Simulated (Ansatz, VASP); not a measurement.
# Zr: VASP beside Ansatz

The input INCAR:

```
ALGO = Normal
EDIFF = 1E-6
ENCUT = 500
GGA = PE
GGA_COMPAT = F
ISIF = 2
ISMEAR = 0
IVDW = 12
LASPH = T
LCHARG = F
LREAL = F
LWAVE = F
NBANDS = 12
NELM = 120
PREC = Accurate
SIGMA = 0.1
```

Contents of KPOINTS:

```
k-points
0
Gamma
  10 10 10
```

Contents of POSCAR:

```
Zr
1.0
    0.0000000000      2.2646202716      2.2646202716
    2.2646202716      0.0000000000      2.2646202716
    2.2646202716      2.2646202716      0.0000000000
Zr
1
Direct
    0.0000000000      0.0000000000      0.0000000000
```

Input for Ansatz:

```yaml
crystal:
  lattice:
    - [0.0, 2.2646202716, 2.2646202716]
    - [2.2646202716, 0.0, 2.2646202716]
    - [2.2646202716, 2.2646202716, 0.0]
  atoms:
    - { symbol: Zr, position: [0.0, 0.0, 0.0] }
  symmetry: { tolerance: 0.01 }
basis:
  ecutwfc: 420
  xc_grid: 4
kpoints:
  mp_grid: { grid: [10, 10, 10] }
hamiltonian:
  xc: pbe
  dispersion: d3bj
scf:
  occupations: { method: gaussian, width: 0.1 }
output:
  forces: true
  stress: true
  eigenvalues: true
```

Alike in both runs: task single point; functional PBE; dispersion D3(BJ); k mesh 10 × 10 × 10; occupations gaussian, width 0.1 eV; no spin polarisation.

|  | VASP | Ansatz |
| --- | --- | --- |
| version | VASP 6.6.1 | Ansatz 0.2.0 |
| potentials or method | VASP PAW PBE potentials, release 64 (Zr_sv), cutoff 500 eV | scalar-relativistic, plane waves, PAW |
| valence electrons in the cell | 12 | 12 |

```tsv
	VASP	Ansatz	Ansatz less VASP
gap on the k mesh at the Fermi level (eV)	none	none	-
pressure (GPa)	-3.7	-3.8	-0.05
```

A gap of «none» marks a metal or a gap that the smearing closes.
